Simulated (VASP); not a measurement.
# AlN (P6_3mc) in VASP: single point with HSE06

Aim: the single point of AlN with HSE06.

Program: VASP 6.6.1. These are calculated values, not measurements. Logs are shortened: lines on timing, memory, paths and dates and some standing lists are left out, and cuts for length are marked.

## (1) The cell of the first run

It takes space group P6_3mc (No. 186, hexagonal). Conventional cell: a = 3.107 Å, b = 3.107 Å, c = 4.979 Å, α = 90.00°, β = 90.00°, γ = 120.00°. Within 2.5 Å of Al (site symmetry 3m) lie 4 N at 1.89 to 1.90 Å. N (site symmetry 3m) has 4 Al at 1.89 to 1.90 Å within 2.5 Å.

## (2) Single point, HSE06

Contents of POSCAR:

```
AlN
1.0
    3.1066939248      0.0000000000      0.0000000000
   -1.5533469624      2.6904758607      0.0000000000
    0.0000000000      0.0000000000      4.9785898183
Al N
2 2
Direct
    0.6666666667      0.3333333333      0.4992046638
    0.3333333333      0.6666666667      0.9992046638
    0.6666666667      0.3333333333      0.8807953362
    0.3333333333      0.6666666667      0.3807953362
```

Contents of INCAR.step1:

```
SYSTEM = AlN
PREC     = Accurate       ! precision mode
ENCUT    = 520            ! plane-wave cutoff, eV
EDIFF    = 1E-5           ! SCF threshold, eV
ISMEAR   = 0              ! smearing method
SIGMA    = 0.01           ! smearing width, eV
LREAL    = .FALSE.        ! projectors in reciprocal space
LASPH    = .TRUE.         ! aspherical terms in the spheres
NELM     = 80             ! most SCF steps
ALGO     = Normal         ! electronic algorithm
ISIF     = 2              ! what is computed and relaxed
LWAVE    = .TRUE.         ! write WAVECAR
LCHARG   = .FALSE.        ! write CHGCAR
GGA      = PE             ! functional
NBANDS   = 16             ! bands
```

Contents of INCAR.step2:

```
SYSTEM = AlN
PREC     = Accurate       ! precision mode
ENCUT    = 520            ! plane-wave cutoff, eV
EDIFF    = 1E-6           ! SCF threshold, eV
ISMEAR   = 0              ! smearing method
SIGMA    = 0.01           ! smearing width, eV
LREAL    = .FALSE.        ! projectors in reciprocal space
LASPH    = .TRUE.         ! aspherical terms in the spheres
NELM     = 80             ! most SCF steps
ALGO     = Normal         ! electronic algorithm
ISIF     = 2              ! what is computed and relaxed
LWAVE    = .FALSE.        ! write WAVECAR
LCHARG   = .FALSE.        ! write CHGCAR
GGA      = PE             ! functional
LHFCALC  = .TRUE.         ! exact exchange
HFSCREEN = 0.2079         ! screening, 1/A
PRECFOCK = Normal       
ISTART   = 1            
NBANDS   = 16             ! bands
```

Contents of KPOINTS:

```
Automatic mesh
0
G
  6 6 4
  0 0 0
```

Potentials or basis: VASP PAW PBE potentials, release 64 (Al, N).

On the command line:

```
$ cat potpaw_PBE.64/Al/POTCAR potpaw_PBE.64/N/POTCAR > POTCAR
$ cp INCAR.step1 INCAR
$ mpirun -np 1 vasp_std > vasp.out
$ cp INCAR.step2 INCAR
$ mpirun -np 1 vasp_std > vasp.out
```

OUTCAR:

```text
SYSTEM = AlN
   PREC = Accurate
   ENCUT = 520
   EDIFF = 1E-6
   ISMEAR = 0
   LREAL = .FALSE.
   LASPH = .TRUE.
   NELM = 80
   ISIF = 2
   GGA = PE
   LHFCALC = .TRUE.
   HFSCREEN = 0.2079
   PRECFOCK = Normal
   ISTART = 1

 ion  position               nearest neighbor table
   1  0.667  0.333  0.499-   4 1.89   4 1.89   4 1.89   3 1.90   2 3.07   2 3.07   2 3.07   2 3.07
                             2 3.07   2 3.07
   2  0.333  0.667  0.999-   3 1.89   3 1.89   3 1.89   4 1.90   1 3.07   1 3.07   1 3.07   1 3.07
                             1 3.07   1 3.07
   3  0.667  0.333  0.881-   2 1.89   2 1.89   2 1.89   1 1.90
   4  0.333  0.667  0.381-   1 1.89   1 1.89   1 1.89   2 1.90

  LATTYP: Found a hexagonal cell.
 ALAT       =     3.1066939248
 C/A-ratio  =     1.6025363099

  Lattice vectors:

 A1 = (   3.1066939248,   0.0000000000,   0.0000000000)
 A2 = (  -1.5533469624,   2.6904758607,   0.0000000000)
 A3 = (   0.0000000000,   0.0000000000,   4.9785898183)

Analysis of symmetry for initial positions (statically):
=====================================================================
 Subroutine PRICEL returns:
 Original cell was already a primitive cell.

 Routine SETGRP: Setting up the symmetry group for a
 hexagonal supercell.

 Subroutine GETGRP returns: Found 12 space group operations
 (whereof  6 operations were pure point group operations)
 out of a pool of 24 trial point group operations.

The static configuration has the point symmetry C_3v.
 The point group associated with its full space group is C_6v.

Analysis of symmetry for dynamics (positions and initial velocities):
=====================================================================
 Subroutine PRICEL returns:
 Original cell was already a primitive cell.

 Routine SETGRP: Setting up the symmetry group for a
 hexagonal supercell.

 Subroutine GETGRP returns: Found 12 space group operations
 (whereof  6 operations were pure point group operations)
 out of a pool of 24 trial point group operations.

The dynamic configuration has the point symmetry C_3v.
 The point group associated with its full space group is C_6v.

 Subroutine INISYM returns: Found 12 space group operations
 (whereof  6 operations are pure point group operations),
 and found     1 'primitive' translations

----------------------------------------------------------------------------------------

                                     Primitive cell

  volume of cell :      41.6135

  direct lattice vectors                    reciprocal lattice vectors
     3.106693925  0.000000000  0.000000000     0.321885588  0.185840731  0.000000000
    -1.553346962  2.690475861  0.000000000     0.000000000  0.371681461  0.000000000
     0.000000000  0.000000000  4.978589818     0.000000000  0.000000000  0.200860090

  length of vectors
     3.106693925  3.106693925  4.978589818     0.371681461  0.371681461  0.200860090

  position of ions in fractional coordinates (direct lattice)
     0.666666667  0.333333333  0.499204664
     0.333333333  0.666666667  0.999204664
     0.666666667  0.333333333  0.880795336
     0.333333333  0.666666667  0.380795336

  ion indices of the primitive-cell ions
   primitive index   ion index
                 1           1
                 2           2
                 3           3
                 4           4

----------------------------------------------------------------------------------------

 KPOINTS: Automatic mesh

Automatic generation of k-mesh.
 Grid dimensions read from file:
 generate k-points for:    6    6    4

 Generating k-lattice:

  Cartesian coordinates                     Fractional coordinates (reciprocal lattice)
     0.053647598  0.030973455  0.000000000     0.166666667  0.000000000  0.000000000
     0.000000000  0.061946910  0.000000000     0.000000000  0.166666667  0.000000000
     0.000000000  0.000000000  0.050215023     0.000000000  0.000000000  0.250000000

  Length of vectors
     0.061946910  0.061946910  0.050215023

  Shift w.r.t. Gamma in fractional coordinates (k-lattice)
     0.000000000  0.000000000  0.000000000

 Subroutine IBZKPT returns following result:
 ===========================================

 Found     21 irreducible k-points:

 Following reciprocal coordinates:
            Coordinates               Weight
  0.000000  0.000000  0.000000      1.000000
  0.166667  0.000000  0.000000      6.000000
  0.333333 -0.000000  0.000000      6.000000
  0.500000  0.000000  0.000000      3.000000
  0.166667  0.166667  0.000000      6.000000
  0.333333  0.166667  0.000000     12.000000
[... 13 lines left out ...]
  0.333333  0.166667  0.500000     12.000000
  0.333333  0.333333  0.500000      2.000000
   k-points           NKPTS =     21   k-points in BZ     NKDIM =    144   number of bands    NBANDS=     16
   number of dos      NEDOS =    301   number of ions     NIONS =      4
   total plane-waves  NPLWV =  23040
   dimension x,y,z NGX =    24 NGY =   24 NGZ =   40
   dimension x,y,z NGXF=    48 NGYF=   48 NGZF=   80
   ions per type =               2   2
   NGX,Y,Z   is equivalent  to a cutoff of  12.84, 12.84, 13.36 a.u.
   NGXF,Y,Z  is equivalent  to a cutoff of  25.69, 25.69, 26.71 a.u.
 SYSTEM =  AlN
   PREC   = accura    normal or accurate (medium, high low for compatibility)
   ISTART =      1    job   : 0-new  1-cont  2-samecut
   ICHARG =      0    charge: 1-file 2-atom 10-const
   ISPIN  =      1    spin polarized calculation?
   LNONCOLLINEAR =      F non collinear calculations
   LSORBIT =      F    spin-orbit coupling
   LASPH  =      T    aspherical Exc in radial PAW
   ENCUT  =  520.0 eV  38.22 Ry    6.18 a.u.   5.78  5.78  9.26*2*pi/ulx,y,z
   NELM   =     80;   NELMIN=  2; NELMDL=  0     # of ELM steps
   EDIFF  = 0.1E-05   stopping-criterion for ELM
   LREAL  =      F    real-space projection
   EDIFFG = 0.1E-04   stopping-criterion for IOM
   NSW    =      0    number of steps for IOM
   IBRION =     -1    ionic relax: 0-MD 1-quasi-New 2-CG
   NFREE  =      0    steps in history (QN), initial steepest desc. (CG)
   ISIF   =      2    stress and relaxation
   ISYM   =      3    0-nonsym 1-usesym 2-fastsym
   POTIM  = 0.5000    time-step for ionic-motion
   TEBEG  =    0.0;   TEEND  =   0.0 temperature during run
   PSTRESS=    0.0 pullay stress
   NELECT =      16.0000    total number of electrons
   NUPDOWN=      -1.0000    fix difference up-down
   EMIN   =  10.00;   EMAX   =-10.00  energy-range for DOS
   EFERMI =   0.00;   METHOD = LEGACY
   ISMEAR =     0;   SIGMA  =   0.01  broadening in eV -4-tet -1-fermi 0-gaus
   EFERMI_NEDOS =   21; number of points for ismear=-14 and -15
   IALGO  =     38    algorithm
   IMIX   =      1    mixing-type and parameters
     AMIX     =   0.40;   BMIX     =  1.00
     AMIX_MAG =   1.60;   BMIX_MAG =  1.00
  volume/ion in A,a.u.               =      10.40        70.21
  Fermi-wavevector in a.u.,A,eV,Ry     =   1.190429  2.249585 19.281106  1.417121
  Thomas-Fermi vector in A             =   2.326514
   LORBIT       =      0    0 simple, 1 ext, 2 COOP (PROOUT), +10 PAW based schemes
   GGA     = PE    functional components
   LHFCALC =     T    Hartree Fock is set to
   PRECFOCK=normal    Normal, Fast or Accurate (Low or Medium for compatibility)
   ENCUT4O =  -1.0   cutoff for four orbital integrals eV
   NKREDX  =     1    reduce k-point grid by
   NKREDY  =     1    reduce k-point grid by
   NKREDZ  =     1    reduce k-point grid by
   AEXX    =    0.2500 exact exchange contribution
   HFSCREEN=    0.2079 screening length (either q_TF or 0.3 A-1)
   HFSCREENC=   0.2079 screening length for correlation (either q_TF or 0.3 A-1)
   ENCUTFOCK=  -1.0 apply spherical cutoff to Coloumb kernel
   IVDW    =     0    specifies the selected vdW correction
   LEPSILON=     F    determine dielectric tensor
   LRPA    =     F    only Hartree local field effects (RPA)
 non-spin polarized calculation
 Gauss-broadening in eV      SIGMA  =   0.01
  energy-cutoff  :      520.00
  volume of cell :       41.61
 maximum number of plane-waves:      1152
 NGX is ok and might be reduce to    24
  NGX = 18; NGY = 18; NGZ = 28

 number of electron      15.9999996 magnetization

 Free energy of the ion-electron system (eV)
  ---------------------------------------------------
  ext. energy  EPLUGINS =         0.00000000
  ---------------------------------------------------
  free energy    TOTEN  =       -34.89471510 eV

  energy without entropy =      -34.89471510  energy(sigma->0) =      -34.89471510

 E-fermi :   5.3258     XC(G=0):  -9.0083

 val. band max:        5.2768582924   @ k =   0.0000   0.0000   0.0000
 cond. band min:      10.8694217843   @ k =   0.0000   0.0000   0.0000
 fundamental gap:      5.5925634919
 Fermi energy:         5.3258233010

 k-point     1 :       0.0000    0.0000    0.0000
  band No.  band energies     occupation
      1     -11.4462      2.00000
      2      -9.1498      2.00000
      3      -1.2464      2.00000
      4       4.3237      2.00000
      5       4.3237      2.00000
      6       5.0465      2.00000
[... 8 lines left out ...]
     15      20.2017      0.00000
     16      20.2017      0.00000

 k-point     2 :       0.1667    0.0000    0.0000
  band No.  band energies     occupation
      1     -11.0728      2.00000
      2      -8.9472      2.00000
      3      -0.7893      2.00000
      4       2.8076      2.00000
      5       3.6826      2.00000
      6       3.8959      2.00000
[... 8 lines left out ...]
     15      19.4488      0.00000
     16      19.7981      0.00000

 k-point     3 :       0.3333   -0.0000    0.0000
  band No.  band energies     occupation
      1     -10.1107      2.00000
      2      -8.5881      2.00000
      3       0.3841      2.00000
      4       0.4712      2.00000
      5       1.6690      2.00000
      6       3.2472      2.00000
[... 8 lines left out ...]
     15      19.2185      0.00000
     16      21.6329      0.00000

 k-point     4 :       0.5000    0.0000    0.0000
  band No.  band energies     occupation
      1      -9.3368      2.00000
      2      -8.5908      2.00000
      3      -0.6481      2.00000
      4       0.7337      2.00000
      5       1.6308      2.00000
      6       2.9759      2.00000
[... 8 lines left out ...]
     15      19.9554      0.00000
     16      22.3330      0.00000
[... 267 lines left out ...]
 k-point    19 :       0.1667    0.1667    0.5000
  band No.  band energies     occupation
      1      -9.6244      2.00000
      2      -9.6244      2.00000
      3       0.7092      2.00000
      4       0.7092      2.00000
      5       3.2752      2.00000
      6       3.2752      2.00000
[... 8 lines left out ...]
     15      20.0229      0.00000
     16      20.0229      0.00000

 k-point    20 :       0.3333    0.1667    0.5000
  band No.  band energies     occupation
      1      -8.9587      2.00000
      2      -8.9587      2.00000
      3      -0.3306      2.00000
      4      -0.3306      2.00000
      5       2.4256      2.00000
      6       2.4256      2.00000
[... 8 lines left out ...]
     15      20.6044      0.00000
     16      20.6044      0.00000

 k-point    21 :       0.3333    0.3333    0.5000
  band No.  band energies     occupation
      1      -8.7184      2.00000
      2      -8.7184      2.00000
      3       0.0147      2.00000
      4       0.0147      2.00000
      5       1.0923      2.00000
      6       1.0923      2.00000
[... 8 lines left out ...]
     15      20.8207      0.00000
     16      20.8207      0.00000

------------------------ aborting loop because EDIFF is reached ----------------------------------------

  FORCE on cell =-STRESS in cart. coord.  units (eV):
  Direction    XX          YY          ZZ          XY          YZ          ZX
  --------------------------------------------------------------------------------------
  -------------------------------------------------------------------------------------
  Total       -0.1937893     -0.1937893     -0.2324911      0.0000000      0.0000000      0.0000000
  in kB       -7.4611617     -7.4611617     -8.9512377      0.0000000      0.0000000      0.0000000
  external PRESSURE =      -7.9578537 kB  Pullay stress =       0.0000000 kB

 VOLUME and BASIS-vectors are now :
 -----------------------------------------------------------------------------
  energy-cutoff  :      520.00
  volume of cell :       41.61
      direct lattice vectors                 reciprocal lattice vectors
     3.106693925  0.000000000  0.000000000     0.321885588  0.185840731  0.000000000
    -1.553346962  2.690475861  0.000000000     0.000000000  0.371681461  0.000000000
     0.000000000  0.000000000  4.978589818     0.000000000  0.000000000  0.200860090

 POSITION                                       TOTAL-FORCE (eV/Angst)
 -----------------------------------------------------------------------------------
      1.55335      0.89683      2.48534         0.000000     -0.000000     -0.007678
     -0.00000      1.79365      4.97463        -0.000000      0.000000     -0.007678
      1.55335      0.89683      4.38512        -0.000000      0.000000      0.007678
     -0.00000      1.79365      1.89582         0.000000     -0.000000      0.007678
 -----------------------------------------------------------------------------------
    total drift:                                0.000000      0.000000     -0.000764

  FREE ENERGIE OF THE ION-ELECTRON SYSTEM (eV)
  ---------------------------------------------------
  free  energy   TOTEN  =       -34.8947151001 eV

  energy  without entropy=      -34.8947151001  energy(sigma->0) =      -34.89471510
```

Run time: 25 min. Hardware: 1 thread of Intel Xeon Platinum 8259CL at 2.50GHz (Skylake/Cascade Lake), shared host; peak memory 0.26 GiB.

What came out:

* Free energy: -34.8947 eV
* Pressure: -0.8 GPa
* Largest force: 0.008 eV/Å
* Band gap on the k mesh: 5.59 eV

Forces in eV/Å, atoms in the order of the input:
```
Al   0.000  0.000 -0.008
Al   0.000  0.000 -0.008
N    0.000  0.000  0.008
N    0.000  0.000  0.008
```

Stress tensor (GPa, compression positive):
```
-0.75  0.00  0.00
 0.00 -0.75  0.00
 0.00  0.00 -0.90
```

Levels at points of the mesh, in eV from the valence-band top:
| k point | band 5 | band 6 | band 7 | band 8 | band 9 | band 10 | band 11 | band 12 |
| --- | --- | --- | --- | --- | --- | --- | --- | --- |
| (0.00, 0.00, 0.00) | -0.95 | -0.23 | -0.23 | 0.00 | 5.59 | 8.17 | 12.49 | 12.80 |
| (0.50, 0.00, 0.00) | -3.65 | -2.30 | -1.90 | -0.77 | 7.17 | 7.19 | 9.75 | 12.10 |
| (0.00, 0.00, 0.50) | -0.60 | -0.60 | -0.60 | -0.60 | 7.98 | 7.98 | 12.03 | 12.03 |
| (0.50, 0.00, 0.50) | -1.61 | -1.61 | -1.49 | -1.49 | 6.66 | 6.66 | 10.81 | 10.81 |

Caveat: the PAW data sets were made with another functional, which shifts forces and pressure a little.
